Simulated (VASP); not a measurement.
Input of a VASP 6.6.1 run:

The input INCAR:

```
ALGO     = Normal         # electronic algorithm
EDIFF    = 1E-8           # SCF threshold, eV
ENCUT    = 520            # plane-wave cutoff, eV
GGA      = PS             # functional
ISIF     = 2              # what is computed and relaxed
ISMEAR   = -1             # smearing method
LASPH    = True           # aspherical terms in the spheres
LCHARG   = False          # write CHGCAR
LEFG     = True         
LREAL    = False          # projectors in reciprocal space
LWAVE    = False          # write WAVECAR
NBANDS   = 10             # bands
NELM     = 100            # most SCF steps
PREC     = Accurate       # precision mode
SIGMA    = 0.05           # smearing width, eV
```

Contents of KPOINTS:

```
k-points
0
Gamma
  12 12 12
```

File POSCAR:

```
Na
1.0
   -2.1810250000      2.1175000000      2.1175000000
    2.1175000000     -2.1810250000      2.1175000000
    2.1175000000      2.1175000000     -2.1810250000
Na
1
Direct
    0.0000000000      0.0000000000      0.0000000000
```

Potentials or basis: VASP PAW PBE potentials, release 64 (Na_pv).

Run with:

```console
$ cat potpaw_PBE.64/Na_pv/POTCAR > POTCAR
$ mpirun -np 1 vasp_std > vasp.out
```

(1) Predict the band gap on the k mesh.

(2) Predict the pressure.

## Answers

(1) zero (an odd number of electrons rules out a gap without spin polarisation).

(2) -0.3 GPa.

Caveat: the cell differs from its parent crystal (equal xy, yz and zx shear strains of -3 %); without QUAD_EFG the Cq values of the log hold for a quadrupole moment of 1 mb, not for the nuclei; the PAW data sets were made with another functional, which shifts forces and pressure a little.
